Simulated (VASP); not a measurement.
# SiPd3Pt (P6/mmm) in VASP: single point with PBE

Aim: the single point of SiPd3Pt with PBE.

Everything below comes from runs of VASP 6.6.1. Logs are shortened: lines on timing, memory, paths and dates and some standing lists are left out, and cuts for length are marked.

## 1. The cell of the first run

The structure is hexagonal, space group P6/mmm (No. 191). Conventional cell: a = 5.165 Å, b = 5.165 Å, c = 4.487 Å, α = 90.00°, β = 90.00°, γ = 120.00°. Si (site symmetry 6/mmm) has 2 Pt at 2.24 Å and 6 Pd at 2.58 Å within 3.0 Å. Within 3.5 Å of Pd (site symmetry mmm) lie 2 Si at 2.58 Å and 4 Pd at 2.58 Å and 4 Pt at 3.42 Å. Within 3.0 Å of Pt (site symmetry 6/mmm) lie 2 Si at 2.24 Å.

The cell was generated, and may not be a known phase.

## 2. Single point, PBE

INCAR reads:

```
SYSTEM = SiPd3Pt
ALGO = Normal ; EDIFF = 1E-6
ENCUT = 630 ; GGA = PE
GGA_COMPAT = .False. ; ISIF = 2
ISMEAR = 0 ; LASPH = .True.
LCHARG = .True. ; LELF = .True.
LREAL = .False. ; LVHAR = .True.
LWAVE = .False. ; NBANDS = 46
NELM = 120 ; PREC = Accurate
SIGMA = 0.1
```

KPOINTS reads:

```
k-points
0
Gamma
  6 6 4
  0 0 0
```

POSCAR reads:

```
SiPd3Pt
1.0
    5.1650152737      0.0000000036      0.0000000000
   -2.5825076400      4.4730344362      0.0000000000
    0.0000000000      0.0000000000      4.4872177375
Si Pd Pt
1 3 1
Direct
    0.0000000000      0.0000000000      0.0000000000
    0.5000000000      0.0000000000      0.0000000000
    0.0000000000      0.5000000000      0.0000000000
    0.5000000000      0.5000000000      0.0000000000
    0.0000000000      0.0000000000      0.5000000000
```

Potentials or basis: VASP PAW PBE potentials, release 64 (Si, Pd_sv_GW, Pt_sv_GW).

Run with:

```bash
cat potpaw_PBE.64/Si/POTCAR potpaw_PBE.64/Pd_sv_GW/POTCAR potpaw_PBE.64/Pt_sv_GW/POTCAR > POTCAR
mpirun -np 1 vasp_std > vasp.out
```

OUTCAR:

```text
SYSTEM = SiPd3Pt
   EDIFF = 1E-6
   ENCUT = 630
   GGA = PE
   ISIF = 2
   ISMEAR = 0
   LASPH = .True.
   LREAL = .False.
   NELM = 120
   PREC = Accurate

 ion  position               nearest neighbor table
   1  0.000  0.000  0.000-   5 2.24   5 2.24   2 2.58   2 2.58   4 2.58   4 2.58   3 2.58   3 2.58

   2  0.500  0.000  0.000-   1 2.58   1 2.58   3 2.58   3 2.58   4 2.58   4 2.58
   3  0.000  0.500  0.000-   4 2.58   4 2.58   2 2.58   2 2.58   1 2.58   1 2.58
   4  0.500  0.500  0.000-   3 2.58   3 2.58   1 2.58   1 2.58   2 2.58   2 2.58
   5  0.000  0.000  0.500-   1 2.24   1 2.24

  LATTYP: Found a hexagonal cell.
 ALAT       =     5.1650152737
 C/A-ratio  =     0.8687714362

  Lattice vectors:

 A1 = (   5.1650152737,   0.0000000036,   0.0000000000)
 A2 = (  -2.5825076400,   4.4730344362,   0.0000000000)
 A3 = (   0.0000000000,   0.0000000000,   4.4872177375)

Analysis of symmetry for initial positions (statically):
=====================================================================
 Subroutine PRICEL returns:
 Original cell was already a primitive cell.

 Routine SETGRP: Setting up the symmetry group for a
 hexagonal supercell.

 Subroutine GETGRP returns: Found 24 space group operations
 (whereof 24 operations were pure point group operations)
 out of a pool of 24 trial point group operations.

The static configuration has the point symmetry D_6h.

Analysis of symmetry for dynamics (positions and initial velocities):
=====================================================================
 Subroutine PRICEL returns:
 Original cell was already a primitive cell.

 Routine SETGRP: Setting up the symmetry group for a
 hexagonal supercell.

 Subroutine GETGRP returns: Found 24 space group operations
 (whereof 24 operations were pure point group operations)
 out of a pool of 24 trial point group operations.

The dynamic configuration has the point symmetry D_6h.

 Subroutine INISYM returns: Found 24 space group operations
 (whereof 24 operations are pure point group operations),
 and found     1 'primitive' translations

----------------------------------------------------------------------------------------

                                     Primitive cell

  volume of cell :     103.6695

  direct lattice vectors                    reciprocal lattice vectors
     5.165015274  0.000000004  0.000000000     0.193610270  0.111780941  0.000000000
    -2.582507640  4.473034436  0.000000000    -0.000000000  0.223561883  0.000000000
     0.000000000  0.000000000  4.487217737     0.000000000  0.000000000  0.222855243

  length of vectors
     5.165015274  5.165015274  4.487217737     0.223561883  0.223561883  0.222855243

  position of ions in fractional coordinates (direct lattice)
     0.000000000  0.000000000  0.000000000
     0.500000000  0.000000000  0.000000000
     0.000000000  0.500000000  0.000000000
     0.500000000  0.500000000  0.000000000
     0.000000000  0.000000000  0.500000000

  ion indices of the primitive-cell ions
   primitive index   ion index
                 1           1
                 2           2
                 3           3
                 4           4
                 5           5

----------------------------------------------------------------------------------------

 KPOINTS: k-points

Automatic generation of k-mesh.
 Grid dimensions read from file:
 generate k-points for:    6    6    4

 Generating k-lattice:

  Cartesian coordinates                     Fractional coordinates (reciprocal lattice)
     0.032268378  0.018630157  0.000000000     0.166666667  0.000000000  0.000000000
    -0.000000000  0.037260314  0.000000000     0.000000000  0.166666667  0.000000000
     0.000000000  0.000000000  0.055713811     0.000000000  0.000000000  0.250000000

  Length of vectors
     0.037260314  0.037260314  0.055713811

  Shift w.r.t. Gamma in fractional coordinates (k-lattice)
     0.000000000  0.000000000  0.000000000

 Subroutine IBZKPT returns following result:
 ===========================================

 Found     21 irreducible k-points:

 Following reciprocal coordinates:
            Coordinates               Weight
  0.000000  0.000000  0.000000      1.000000
  0.166667  0.000000  0.000000      6.000000
  0.333333  0.000000  0.000000      6.000000
  0.500000 -0.000000  0.000000      3.000000
  0.166667  0.166667  0.000000      6.000000
  0.333333  0.166667  0.000000     12.000000
[... 13 lines left out ...]
  0.333333  0.166667  0.500000     12.000000
  0.333333  0.333333  0.500000      2.000000
   k-points           NKPTS =     21   k-points in BZ     NKDIM =     21   number of bands    NBANDS=     46
   number of dos      NEDOS =    301   number of ions     NIONS =      5
   total plane-waves  NPLWV =  70560
   dimension x,y,z NGX =    42 NGY =   42 NGZ =   40
   dimension x,y,z NGXF=    84 NGYF=   84 NGZF=   80
   ions per type =               1   3   1
   NGX,Y,Z   is equivalent  to a cutoff of  13.52, 13.52, 14.82 a.u.
   NGXF,Y,Z  is equivalent  to a cutoff of  27.04, 27.04, 29.64 a.u.
 SYSTEM =  SiPd3Pt
   PREC   = accura    normal or accurate (medium, high low for compatibility)
   ISTART =      0    job   : 0-new  1-cont  2-samecut
   ICHARG =      2    charge: 1-file 2-atom 10-const
   ISPIN  =      1    spin polarized calculation?
   LNONCOLLINEAR =      F non collinear calculations
   LSORBIT =      F    spin-orbit coupling
   LASPH  =      T    aspherical Exc in radial PAW
   ENCUT  =  630.0 eV  46.30 Ry    6.80 a.u.  10.57 10.57  9.18*2*pi/ulx,y,z
   NELM   =    120;   NELMIN=  2; NELMDL= -5     # of ELM steps
   EDIFF  = 0.1E-05   stopping-criterion for ELM
   LREAL  =      F    real-space projection
[... 7 lines left out ...]
   TEBEG  =    0.0;   TEEND  =   0.0 temperature during run
   PSTRESS=    0.0 pullay stress
   NELECT =      76.0000    total number of electrons
   NUPDOWN=      -1.0000    fix difference up-down
   EMIN   =  10.00;   EMAX   =-10.00  energy-range for DOS
   EFERMI =   0.00;   METHOD = LEGACY
   ISMEAR =     0;   SIGMA  =   0.10  broadening in eV -4-tet -1-fermi 0-gaus
   EFERMI_NEDOS =   21; number of points for ismear=-14 and -15
   IALGO  =     38    algorithm
   IMIX   =      4    mixing-type and parameters
     AMIX     =   0.40;   BMIX     =  1.00
     AMIX_MAG =   1.60;   BMIX_MAG =  1.00
  volume/ion in A,a.u.               =      20.73       139.92
  Fermi-wavevector in a.u.,A,eV,Ry     =   1.476145  2.789510 29.647151  2.179004
  Thomas-Fermi vector in A             =   2.590708
   LORBIT       =      0    0 simple, 1 ext, 2 COOP (PROOUT), +10 PAW based schemes
   GGA     = PE    functional components
   LHFCALC =     F    Hartree Fock is set to
   AEXX    =    0.0000 exact exchange contribution
   IVDW    =     0    specifies the selected vdW correction
   LEPSILON=     F    determine dielectric tensor
   LRPA    =     F    only Hartree local field effects (RPA)
 non-spin polarized calculation
 Gauss-broadening in eV      SIGMA  =   0.10
  energy-cutoff  :      630.00
  volume of cell :      103.67
 maximum number of plane-waves:      3750
   NGX = 21   NGY = 21   NGZ = 19

 number of electron      76.0000013 magnetization

 Free energy of the ion-electron system (eV)
  ---------------------------------------------------
  ext. energy  EPLUGINS =         0.00000000
  ---------------------------------------------------
  free energy    TOTEN  =       -21.15948234 eV

  energy without entropy =      -21.14859139  energy(sigma->0) =      -21.15403686

 E-fermi :   4.8502     XC(G=0): -10.7437

 val. band max:        4.8439921296   @ k =   0.3333   0.3333   0.5000
 cond. band min:       4.9314494816   @ k =   0.3333   0.0000   0.2500
 fundamental gap:      0.0874573520
 Fermi energy:         4.8502125953

 k-point     1 :       0.0000    0.0000    0.0000
  band No.  band energies     occupation
      1     -92.9858      2.00000
      2     -79.0293      2.00000
      3     -78.9650      2.00000
      4     -78.9650      2.00000
      5     -47.6875      2.00000
      6     -46.9072      2.00000
[... 38 lines left out ...]
     45      11.8376      0.00000
     46      11.8376      0.00000

 k-point     2 :       0.1667    0.0000    0.0000
  band No.  band energies     occupation
      1     -92.9859      2.00000
      2     -79.0255      2.00000
      3     -78.9688      2.00000
      4     -78.9650      2.00000
      5     -47.6876      2.00000
      6     -46.9073      2.00000
[... 38 lines left out ...]
     45      11.7954      0.00000
     46      12.4865      0.00000

 k-point     3 :       0.3333    0.0000    0.0000
  band No.  band energies     occupation
      1     -92.9859      2.00000
      2     -79.0158      2.00000
      3     -78.9786      2.00000
      4     -78.9650      2.00000
      5     -47.6876      2.00000
      6     -46.9072      2.00000
[... 38 lines left out ...]
     45      12.0178      0.00000
     46      12.4961      0.00000

 k-point     4 :       0.5000   -0.0000    0.0000
  band No.  band energies     occupation
      1     -92.9858      2.00000
      2     -79.0079      2.00000
      3     -78.9865      2.00000
      4     -78.9650      2.00000
      5     -47.6876      2.00000
      6     -46.9072      2.00000
[... 773 lines left out ...]
     45      12.1575      0.00000
     46      12.8405      0.00000

 k-point    20 :       0.3333    0.1667    0.5000
  band No.  band energies     occupation
      1     -92.9858      2.00000
      2     -79.0079      2.00000
      3     -78.9865      2.00000
      4     -78.9650      2.00000
      5     -47.6903      2.00000
      6     -46.9072      2.00000
[... 38 lines left out ...]
     45      12.4622      0.00000
     46      12.9001      0.00000

 k-point    21 :       0.3333    0.3333    0.5000
  band No.  band energies     occupation
      1     -92.9858      2.00000
      2     -78.9972      2.00000
      3     -78.9972      2.00000
      4     -78.9650      2.00000
      5     -47.6903      2.00000
      6     -46.9072      2.00000
[... 38 lines left out ...]
     45      11.1675      0.00000
     46      13.9438      0.00000

------------------------ aborting loop because EDIFF is reached ----------------------------------------

  FORCE on cell =-STRESS in cart. coord.  units (eV):
  Direction    XX          YY          ZZ          XY          YZ          ZX
  --------------------------------------------------------------------------------------
  -------------------------------------------------------------------------------------
  Total       -0.2598337     -0.2598337     -0.1678631      0.0000000      0.0000000      0.0000000
  in kB       -4.0156431     -4.0156431     -2.5942682      0.0000000      0.0000000      0.0000000
  external PRESSURE =      -3.5418514 kB  Pullay stress =       0.0000000 kB

 VOLUME and BASIS-vectors are now :
 -----------------------------------------------------------------------------
  energy-cutoff  :      630.00
  volume of cell :      103.67
      direct lattice vectors                 reciprocal lattice vectors
     5.165015274  0.000000004  0.000000000     0.193610270  0.111780941  0.000000000
    -2.582507640  4.473034436  0.000000000    -0.000000000  0.223561883  0.000000000
     0.000000000  0.000000000  4.487217737     0.000000000  0.000000000  0.222855243

 POSITION                                       TOTAL-FORCE (eV/Angst)
 -----------------------------------------------------------------------------------
      0.00000      0.00000      0.00000         0.000000      0.000000      0.000000
      2.58251      0.00000      0.00000        -0.000000      0.000000      0.000000
     -1.29125      2.23652      0.00000         0.000000      0.000000      0.000000
      1.29125      2.23652      0.00000         0.000000      0.000000      0.000000
      0.00000      0.00000      2.24361         0.000000      0.000000      0.000000
 -----------------------------------------------------------------------------------
    total drift:                                0.000000      0.000000     -0.000000

  FREE ENERGIE OF THE ION-ELECTRON SYSTEM (eV)
  ---------------------------------------------------
  free  energy   TOTEN  =       -21.1594823380 eV

  energy  without entropy=      -21.1485913904  energy(sigma->0) =      -21.15403686
```

It took 94 s on 1 thread of Intel Xeon 6975P-C (Granite Rapids), shared host; peak memory 0.33 GiB.

Results:

```yaml
Free_energy: -21.1595 eV
Pressure: -0.4 GPa
Band_gap_on_the_k_mesh: zero (bands 38 and 39 overlap by 1.26 eV)
```

Caveat: spin-orbit coupling is left out, which moves the levels of the heavy elements.

The gap in the log of VASP goes by the Fermi energy; the results here count the filled bands.